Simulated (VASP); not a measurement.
# NaI (I4/mmm) in VASP: a series of runs, part 2 of 2

VASP 6.6.1. Earlier steps stand in the parts before.

## Step 4: Single point, r2SCAN (strain -0.0750 x Voigt [1, 0, 0, 0, 0, 0])

POSCAR

```
NaI
1.0
    0.0000000000      3.2364000000      3.2364000000
    2.9936700000      0.0000000000      3.2364000000
    2.9936700000      3.2364000000      0.0000000000
Na I
1 1
Direct
    0.0000000000      0.0000000000      0.0000000000
    0.5000000000      0.5000000000      0.5000000000
```

INCAR.step1

```
SYSTEM = NaI
  PREC = Accurate
  ENCUT = 520
  ISMEAR = 0
  SIGMA = 0.05
  LREAL = .False.
  LASPH = .True.
  NELM = 80
  NBANDS = 14
  GGA = PE
  ALGO = Normal
  EDIFF = 1E-4
  LWAVE = .True.
  LCHARG = .False.
```

INCAR.step2

```
SYSTEM = NaI
  PREC = Accurate
  ENCUT = 520
  EDIFF = 1E-6
  ISMEAR = 0
  SIGMA = 0.05
  LREAL = .False.
  LASPH = .True.
  NELM = 80
  ALGO = Normal
  ISIF = 2
  LWAVE = .False.
  LCHARG = .False.
  METAGGA = R2SCAN
  LMIXTAU = .True.
  NBANDS = 14
  ISTART = 1
```

KPOINTS

```
regular mesh
0
Gamma
  6 6 6
  0 0 0
```

Potentials or basis: VASP PAW PBE potentials, release 64 (Na_pv, I).

Command:

```bash
$ cat potpaw_PBE.64/Na_pv/POTCAR potpaw_PBE.64/I/POTCAR > POTCAR
$ cp INCAR.step1 INCAR
$ mpirun -np 1 vasp_std > vasp.out
$ cp INCAR.step2 INCAR
$ mpirun -np 1 vasp_std > vasp.out
```

OUTCAR:

```text
SYSTEM = NaI
   PREC = Accurate
   ENCUT = 520
   EDIFF = 1E-6
   ISMEAR = 0
   LREAL = .False.
   LASPH = .True.
   NELM = 80
   ISIF = 2
   METAGGA = R2SCAN
   ISTART = 1

 ion  position               nearest neighbor table
   1  0.000  0.000  0.000-   2 2.99   2 2.99
   2  0.500  0.500  0.500-   1 2.99   1 2.99

  LATTYP: Found a body centered tetragonal cell.
 ALAT       =     4.5769607733
 C/A-ratio  =     1.3081475452

  Lattice vectors:

 A1 = (  -2.9936700000,   0.0000000000,  -3.2364000000)
 A2 = (  -2.9936700000,   0.0000000000,   3.2364000000)
 A3 = (   2.9936700000,   3.2364000000,   0.0000000000)

Analysis of symmetry for initial positions (statically):
=====================================================================
 Subroutine PRICEL returns:
 Original cell was already a primitive cell.

 Routine SETGRP: Setting up the symmetry group for a
 body centered tetragonal supercell.

 Subroutine GETGRP returns: Found 16 space group operations
 (whereof 16 operations were pure point group operations)
 out of a pool of 16 trial point group operations.

The static configuration has the point symmetry D_4h.

Analysis of symmetry for dynamics (positions and initial velocities):
=====================================================================
 Subroutine PRICEL returns:
 Original cell was already a primitive cell.

 Routine SETGRP: Setting up the symmetry group for a
 body centered tetragonal supercell.

 Subroutine GETGRP returns: Found 16 space group operations
 (whereof 16 operations were pure point group operations)
 out of a pool of 16 trial point group operations.

The dynamic configuration has the point symmetry D_4h.

 Subroutine INISYM returns: Found 16 space group operations
 (whereof 16 operations are pure point group operations),
 and found     1 'primitive' translations

----------------------------------------------------------------------------------------

                                     Primitive cell

  volume of cell :      62.7131

  direct lattice vectors                    reciprocal lattice vectors
     0.000000000  3.236400000  3.236400000    -0.167019077  0.154492646  0.154492646
     2.993670000  0.000000000  3.236400000     0.167019077 -0.154492646  0.154492646
     2.993670000  3.236400000  0.000000000     0.167019077  0.154492646 -0.154492646

  length of vectors
     4.576960773  4.408667035  4.408667035     0.275011504  0.275011504  0.275011504

  position of ions in fractional coordinates (direct lattice)
     0.000000000  0.000000000  0.000000000
     0.500000000  0.500000000  0.500000000

  ion indices of the primitive-cell ions
   primitive index   ion index
                 1           1
                 2           2

----------------------------------------------------------------------------------------

 KPOINTS: regular mesh

Automatic generation of k-mesh.
 Grid dimensions read from file:
 generate k-points for:    6    6    6

 Generating k-lattice:

  Cartesian coordinates                     Fractional coordinates (reciprocal lattice)
[... 39 lines left out ...]
 -0.333333  0.500000  0.166667      4.000000
  0.333333 -0.333333  0.166667      8.000000
 [... further k-points ...]
   k-points           NKPTS =     30   k-points in BZ     NKDIM =     30   number of bands    NBANDS=     14
   number of dos      NEDOS =    301   number of ions     NIONS =      2
   total plane-waves  NPLWV =  46656
   dimension x,y,z NGX =    36 NGY =   36 NGZ =   36
   dimension x,y,z NGXF=    72 NGYF=   72 NGZF=   72
   ions per type =               1   1
   NGX,Y,Z   is equivalent  to a cutoff of  13.08, 13.58, 13.58 a.u.
   NGXF,Y,Z  is equivalent  to a cutoff of  26.15, 27.15, 27.15 a.u.
 SYSTEM =  NaI
   PREC   = accura    normal or accurate (medium, high low for compatibility)
   ISTART =      1    job   : 0-new  1-cont  2-samecut
   ICHARG =      0    charge: 1-file 2-atom 10-const
   ISPIN  =      1    spin polarized calculation?
   LNONCOLLINEAR =      F non collinear calculations
   LSORBIT =      F    spin-orbit coupling
   LASPH  =      T    aspherical Exc in radial PAW
   ENCUT  =  520.0 eV  38.22 Ry    6.18 a.u.   8.51  8.20  8.20*2*pi/ulx,y,z
   NELM   =     80;   NELMIN=  2; NELMDL=  0     # of ELM steps
   EDIFF  = 0.1E-05   stopping-criterion for ELM
   LREAL  =      F    real-space projection
   EDIFFG = 0.1E-04   stopping-criterion for IOM
   NSW    =      0    number of steps for IOM
   IBRION =     -1    ionic relax: 0-MD 1-quasi-New 2-CG
   NFREE  =      0    steps in history (QN), initial steepest desc. (CG)
   ISIF   =      2    stress and relaxation
   ISYM   =      2    0-nonsym 1-usesym 2-fastsym
   POTIM  = 0.5000    time-step for ionic-motion
   TEBEG  =    0.0;   TEEND  =   0.0 temperature during run
   PSTRESS=    0.0 pullay stress
   NELECT =      14.0000    total number of electrons
   NUPDOWN=      -1.0000    fix difference up-down
   EMIN   =  10.00;   EMAX   =-10.00  energy-range for DOS
   EFERMI =   0.00;   METHOD = LEGACY
   ISMEAR =     0;   SIGMA  =   0.05  broadening in eV -4-tet -1-fermi 0-gaus
   EFERMI_NEDOS =   21; number of points for ismear=-14 and -15
   IALGO  =     38    algorithm
   IMIX   =      4    mixing-type and parameters
     AMIX     =   0.40;   BMIX     =  1.00
     AMIX_MAG =   1.60;   BMIX_MAG =  1.00
  volume/ion in A,a.u.               =      31.36       211.60
  Fermi-wavevector in a.u.,A,eV,Ry     =   0.993112  1.876709 13.419028  0.986271
  Thomas-Fermi vector in A             =   2.124971
   LORBIT       =      0    0 simple, 1 ext, 2 COOP (PROOUT), +10 PAW based schemes
   METAGGA = R2SCAN    functional components
   LHFCALC =     F    Hartree Fock is set to
   AEXX    =    0.0000 exact exchange contribution
   IVDW    =     0    specifies the selected vdW correction
   LEPSILON=     F    determine dielectric tensor
   LRPA    =     F    only Hartree local field effects (RPA)
 non-spin polarized calculation
 Gauss-broadening in eV      SIGMA  =   0.05
  energy-cutoff  :      520.00
  volume of cell :       62.71
 maximum number of plane-waves:      1700
 NGX is ok and might be reduce to    36
   NGX = 17   NGY = 17   NGZ = 17

 number of electron      14.0000007 magnetization

 Free energy of the ion-electron system (eV)
  ---------------------------------------------------
  ext. energy  EPLUGINS =         0.00000000
  ---------------------------------------------------
  free energy    TOTEN  =       -31.03365957 eV

  energy without entropy =      -31.03365957  energy(sigma->0) =      -31.03365957

 E-fermi :   1.2962     XC(G=0):  -8.4008

 val. band max:        1.0815705621   @ k =   0.0000   0.0000   0.0000
 cond. band min:       5.7431459688   @ k =   0.0000   0.0000   0.0000
 fundamental gap:      4.6615754066
 Fermi energy:         1.2962014627

 k-point     1 :       0.0000    0.0000    0.0000
  band No.  band energies     occupation
      1     -22.1274      2.00000
      2     -22.1271      2.00000
      3     -22.1268      2.00000
      4     -10.5268      2.00000
      5       0.9746      2.00000
      6       1.0816      2.00000
      7       1.0816      2.00000
      8       5.7431      0.00000
      9       9.3686      0.00000
     10       9.3686      0.00000
     11       9.8972      0.00000
     12      11.0388      0.00000
     13      11.9321      0.00000
     14      12.2795      0.00000
[... 377 lines left out ...]
      1     -22.1325      2.00000
      2     -22.1300      2.00000
      3     -22.1284      2.00000
      4     -10.0352      2.00000
      5      -0.9248      2.00000
      6      -0.2755      2.00000
      7       0.2349      2.00000
      8       8.0981      0.00000
      9       8.6202      0.00000
     10       9.9451      0.00000
     11      10.6299      0.00000
     12      12.6429      0.00000
     13      14.0418      0.00000
     14      14.5584      0.00000

 [... further k-points ...]

------------------------ aborting loop because EDIFF is reached ----------------------------------------

  FORCE on cell =-STRESS in cart. coord.  units (eV):
  Direction    XX          YY          ZZ          XY          YZ          ZX
  --------------------------------------------------------------------------------------
  -------------------------------------------------------------------------------------
  Total        1.6264932      0.2110756      0.2110756      0.0000000      0.0000000     -0.0000000
  in kB       41.5532044      5.3925027      5.3925027      0.0000000      0.0000000     -0.0000000
  external PRESSURE =      17.4460699 kB  Pullay stress =       0.0000000 kB

 VOLUME and BASIS-vectors are now :
 -----------------------------------------------------------------------------
  energy-cutoff  :      520.00
  volume of cell :       62.71
      direct lattice vectors                 reciprocal lattice vectors
     0.000000000  3.236400000  3.236400000    -0.167019077  0.154492646  0.154492646
     2.993670000  0.000000000  3.236400000     0.167019077 -0.154492646  0.154492646
     2.993670000  3.236400000  0.000000000     0.167019077  0.154492646 -0.154492646

 POSITION                                       TOTAL-FORCE (eV/Angst)
 -----------------------------------------------------------------------------------
      0.00000      0.00000      0.00000         0.000000      0.000000      0.000000
      2.99367      3.23640      3.23640         0.000000      0.000000     -0.000000
 -----------------------------------------------------------------------------------
    total drift:                                0.000000      0.000000      0.000000

  FREE ENERGIE OF THE ION-ELECTRON SYSTEM (eV)
  ---------------------------------------------------
  free  energy   TOTEN  =       -31.0336595735 eV

  energy  without entropy=      -31.0336595735  energy(sigma->0) =      -31.03365957
```

Run time: 2.3 min. Hardware: 1 thread of Intel Xeon 8259CL, shared host; peak memory 0.22 GiB.

Results:

```yaml
Free_energy: -31.0337 eV
Pressure: 1.7 GPa
Band_gap_on_the_k_mesh: 4.66 eV
```

Caveat: the cell differs from its parent crystal (strain -0.0750 x Voigt [1, 0, 0, 0, 0, 0]); the PAW data sets were made with another functional, which shifts forces and pressure a little; spin-orbit coupling is left out, which moves the levels of the heavy elements.

## Step 5: Single point, r2SCAN (strain -0.0375 x Voigt [1, 0, 0, 0, 0, 0])

POSCAR

```
NaI
1.0
    0.0000000000      3.2364000000      3.2364000000
    3.1150350000      0.0000000000      3.2364000000
    3.1150350000      3.2364000000      0.0000000000
Na I
1 1
Direct
    0.0000000000      0.0000000000      0.0000000000
    0.5000000000      0.5000000000      0.5000000000
```

INCAR.step1

```
SYSTEM = NaI
PREC = Accurate
ENCUT = 520
ISMEAR = 0
SIGMA = 0.05
LREAL = .FALSE.
LASPH = .TRUE.
NELM = 60
NBANDS = 14
GGA = PE
ALGO = Normal
EDIFF = 1E-4
LWAVE = .TRUE.
LCHARG = .FALSE.
```

INCAR.step2

```
SYSTEM = NaI
PREC = Accurate
ENCUT = 520
EDIFF = 1E-7
ISMEAR = 0
SIGMA = 0.05
LREAL = .FALSE.
LASPH = .TRUE.
NELM = 60
ALGO = Normal
ISIF = 2
LWAVE = .FALSE.
LCHARG = .FALSE.
METAGGA = R2SCAN
LMIXTAU = .TRUE.
NBANDS = 14
ISTART = 1
```

KPOINTS

```
Automatic mesh
0
G
  6 6 6
  0 0 0
```

Command:

```bash
$ cat potpaw_PBE.64/Na_pv/POTCAR potpaw_PBE.64/I/POTCAR > POTCAR
$ cp INCAR.step1 INCAR
$ mpirun -np 1 vasp_std > vasp.out
$ cp INCAR.step2 INCAR
$ mpirun -np 1 vasp_std > vasp.out
```

It took 3 min on 1 thread of Intel Xeon 8259CL, shared host; peak memory 0.22 GiB.

Results (log left out):

```yaml
Free_energy: -31.0766 eV
Pressure: 0.6 GPa
Band_gap_on_the_k_mesh: 4.54 eV
```

Stress tensor (GPa, compression positive):
```
1.49 0.00 0.00
0.00 0.15 0.00
0.00 0.00 0.15
```

Levels at points of the mesh, in eV from the valence-band top:
```tsv
k point	band 3	band 4	band 5	band 6	band 7	band 8	band 9	band 10	band 11	band 12
(0.00, 0.00, 0.00)	-23.23	-11.47	-0.05	0.00	0.00	4.54	8.38	8.38	8.63	10.15
(0.50, 0.00, 0.00)	-23.23	-11.09	-2.34	-0.37	-0.31	5.69	7.93	8.27	10.06	11.15
(0.50, 0.50, 0.00)	-23.23	-11.02	-2.09	-0.87	-0.72	5.27	5.98	10.88	12.23	12.24
(0.00, 0.50, 0.50)	-23.23	-10.97	-2.07	-0.89	-0.89	5.21	5.87	11.15	12.30	12.42
```

Caveat: the cell differs from its parent crystal (strain -0.0375 x Voigt [1, 0, 0, 0, 0, 0]); the PAW data sets were made with another functional, which shifts forces and pressure a little; spin-orbit coupling is left out, which moves the levels of the heavy elements.

## Step 6: Single point, r2SCAN (strain +0.0750 x Voigt [1, 0, 0, 0, 0, 0])

POSCAR

```
NaI
1.0
    0.0000000000      3.2364000000      3.2364000000
    3.4791300000      0.0000000000      3.2364000000
    3.4791300000      3.2364000000      0.0000000000
Na I
1 1
Direct
    0.0000000000      0.0000000000      0.0000000000
    0.5000000000      0.5000000000      0.5000000000
```

INCAR.step1

```
SYSTEM = NaI
ALGO     = Normal         ! electronic algorithm
EDIFF    = 1E-4           ! SCF threshold, eV
ENCUT    = 520            ! plane-wave cutoff, eV
GGA      = PE             ! functional
ISMEAR   = 0              ! smearing method
LASPH    = .True.         ! aspherical terms in the spheres
LCHARG   = .False.        ! write CHGCAR
LREAL    = .False.        ! projectors in reciprocal space
LWAVE    = .True.         ! write WAVECAR
NBANDS   = 14             ! bands
NELM     = 100            ! most SCF steps
PREC     = Accurate       ! precision mode
SIGMA    = 0.05           ! smearing width, eV
```

INCAR.step2

```
SYSTEM = NaI
ALGO     = Normal         ! electronic algorithm
EDIFF    = 1E-6           ! SCF threshold, eV
ENCUT    = 520            ! plane-wave cutoff, eV
ISIF     = 2              ! what is computed and relaxed
ISMEAR   = 0              ! smearing method
ISTART   = 1            
LASPH    = .True.         ! aspherical terms in the spheres
LCHARG   = .False.        ! write CHGCAR
LMIXTAU  = .True.       
LREAL    = .False.        ! projectors in reciprocal space
LWAVE    = .False.        ! write WAVECAR
METAGGA  = R2SCAN         ! meta-GGA
NBANDS   = 14             ! bands
NELM     = 100            ! most SCF steps
PREC     = Accurate       ! precision mode
SIGMA    = 0.05           ! smearing width, eV
```

KPOINTS

```
k-points
0
Gamma
  6 6 6
  0 0 0
```

Potentials or basis: VASP PAW PBE potentials, release 64 (Na_pv, I).

Command:

```bash
$ cat potpaw_PBE.64/Na_pv/POTCAR potpaw_PBE.64/I/POTCAR > POTCAR
$ cp INCAR.step1 INCAR
$ mpirun -np 1 vasp_std > vasp.out
$ cp INCAR.step2 INCAR
$ mpirun -np 1 vasp_std > vasp.out
```

It took 2.9 min on 1 thread of Intel Xeon 8259CL, shared host; peak memory 0.22 GiB.

It converged, with:

| Item | Value |
| --- | --- |
| Free energy | -31.0507 eV |
| Pressure | -1.0 GPa |
| Band gap on the k mesh | 4.20 eV |

Stress tensor (GPa, compression positive):
```
-1.72  0.00  0.00
 0.00 -0.60  0.00
 0.00  0.00 -0.60
```

Levels at points of the mesh, in eV from the valence-band top:
```
           k point  band 5  band 6  band 7  band 8  band 9  band 10
(0.00, 0.00, 0.00)   -0.06   -0.06    0.00    4.20    8.15     8.60
(0.50, 0.00, 0.00)   -1.98   -0.35   -0.24    5.61    7.75     8.24
(0.50, 0.50, 0.00)   -1.75   -0.89   -0.62    5.13    6.06    10.36
(0.00, 0.50, 0.50)   -1.74   -0.60   -0.60    5.22    6.22     9.84
```

Caveat: the cell differs from its parent crystal (strain +0.0750 x Voigt [1, 0, 0, 0, 0, 0]); the PAW data sets were made with another functional, which shifts forces and pressure a little; spin-orbit coupling is left out, which moves the levels of the heavy elements.

## Step 7: Overview

```csv
cell,gap on the mesh (eV),pressure (GPa)
"a = 4.577, b = 4.248, c = 4.248 Å, angles 65.2, 57.4, 57.4°, 2 atoms",4.91,5.9
"a = 4.577, b = 4.327, c = 4.327 Å, angles 63.9, 58.1, 58.1°, 2 atoms",4.78,3.4
"a = 4.577, b = 4.409, c = 4.409 Å, angles 62.5, 58.7, 58.7°, 2 atoms",4.66,1.7
"a = 4.577, b = 4.492, c = 4.492 Å, angles 61.3, 59.4, 59.4°, 2 atoms",4.54,0.6
"a = 4.577, b = 4.752, c = 4.752 Å, angles 57.6, 61.2, 61.2°, 2 atoms",4.20,-1.0
```

Alike in all rows: task single point; level r2SCAN; potentials or basis VASP PAW PBE potentials, release 64 (Na_pv, I); no spin polarisation; k mesh 6 × 6 × 6; cutoff (eV) 520; smearing gaussian 0.05 eV.

Caveats: the PAW data sets were made with another functional, which shifts forces and pressure a little; spin-orbit coupling is left out, which moves the levels of the heavy elements; the cell stands under pressure (at least some runs).

Total energies depend on the potentials used, so only differences within one code and one set of settings carry meaning.
